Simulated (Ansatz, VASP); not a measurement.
**One calculation of C, two programs**

```
C
1.0
     2.48936    0.00000    0.00000
    -1.24468    2.15585    0.00000
     0.00000    0.00000    4.22300
C
4
Direct
  0.33333 0.66667 0.99980
  0.66667 0.33333 0.49980
  0.33333 0.66667 0.37420
  0.66667 0.33333 0.87420
```

Change from the starting cell: strained cell.

Alike in both runs: task relaxation of the atoms; functional PBEsol; k mesh 9 × 9 × 6; occupations gaussian, width 0.02 eV; no spin polarisation.

```csv
,VASP,Ansatz
version,VASP 6.6.1,Ansatz 0.2.0
potentials or method,"VASP PAW PBE potentials, release 64 (C), cutoff 520 eV","scalar-relativistic, plane waves, PAW"
valence electrons in the cell,16,16
```

VASP gave:

```
gap on the k mesh at the Fermi level, each at its own relaxed structure (eV) : 3.04
```

Task: Estimate Ansatz's values.

Result: gap on the k mesh at the Fermi level, each at its own relaxed structure (eV): 3.07.

VASP's potentials were made for PBE, not for PBEsol, and Ansatz warns of the same on its side. Ansatz's warnings: stress scf threshold loose.
